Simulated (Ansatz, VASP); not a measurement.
# KCl: VASP beside Ansatz

Contents of INCAR:

```
  PREC = Accurate
  ENCUT = 520
  EDIFF = 1E-6
  ISMEAR = 0
  SIGMA = 0.05
  LREAL = F
  LASPH = T
  NELM = 100
  ALGO = Normal
  ISIF = 2
  LWAVE = F
  LCHARG = F
  GGA = PS
  NBANDS = 24
```

File KPOINTS:

```
Automatic mesh
0
Gamma
  6 6 6
```

POSCAR

```
KCl
1.0
    0.0000000000     -3.1207041401     -3.2664410234
   -3.1207041401      0.0000000000     -3.2664410234
    3.1207041401      3.1207041401     -6.5328820469
K Cl
2 2
Direct
    0.5000000000      0.5000000000      0.5000000000
    0.0000000000      1.0000000000      0.0000000000
    0.7829885571      0.7648586181      0.7500000000
    0.2170114429      0.2351413819      0.2500000000
```

Input for Ansatz:

```yaml
crystal:
  lattice:
    - [0.0, -3.1207041401, -3.2664410234]
    - [-3.1207041401, 0.0, -3.2664410234]
    - [3.1207041401, 3.1207041401, -6.5328820469]
  atoms:
    - { symbol: K, position: [0.5, 0.5, 0.5] }
    - { symbol: K, position: [0.0, 1.0, 0.0] }
    - { symbol: Cl, position: [0.7829885571, 0.7648586181, 0.75] }
    - { symbol: Cl, position: [0.2170114429, 0.2351413819, 0.25] }
basis:
  ecutwfc: 420
kpoints:
  mp_grid: { grid: [6, 6, 6] }
hamiltonian:
  xc: pbesol
scf:
  occupations: { method: gaussian, width: 0.05 }
output:
  forces: true
  stress: true
  eigenvalues: true
```

Change from the starting cell: mode 7 frozen in at -0.187 Å, normal strain along z +0.0467.

Alike in both runs: task single point; functional PBEsol; k mesh 6 × 6 × 6; occupations gaussian, width 0.05 eV; no spin polarisation.

|  | VASP | Ansatz |
| --- | --- | --- |
| version | VASP 6.6.1 | Ansatz 0.2.0 |
| potentials or method | VASP PAW PBE potentials, release 64 (K_sv, Cl), cutoff 520 eV | scalar-relativistic, plane waves, PAW |
| valence electrons in the cell | 32 | 32 |

|  | VASP | Ansatz | Ansatz less VASP |
| --- | --- | --- | --- |
| gap on the k mesh at the Fermi level (eV) | 4.92 | 4.92 | +0.004 |
| least direct gap on the mesh (eV) | 4.92 | 4.92 | +0.004 |
| pressure (GPa) | -0.4 | -0.4 | -0.03 |
| traceless stress, the component that is largest in VASP (GPa) | -0.64 | -0.63 | +0.018 |
| rms of the force components (eV/Å) | 0.090 | 0.088 | -0.0020 |

VASP's potentials were made for PBE, not for PBEsol. Atom by atom the forces differ by 0.002 eV/Å (rms over components). With one functional, cell and mesh, what is left measures potentials, basis and numerics.
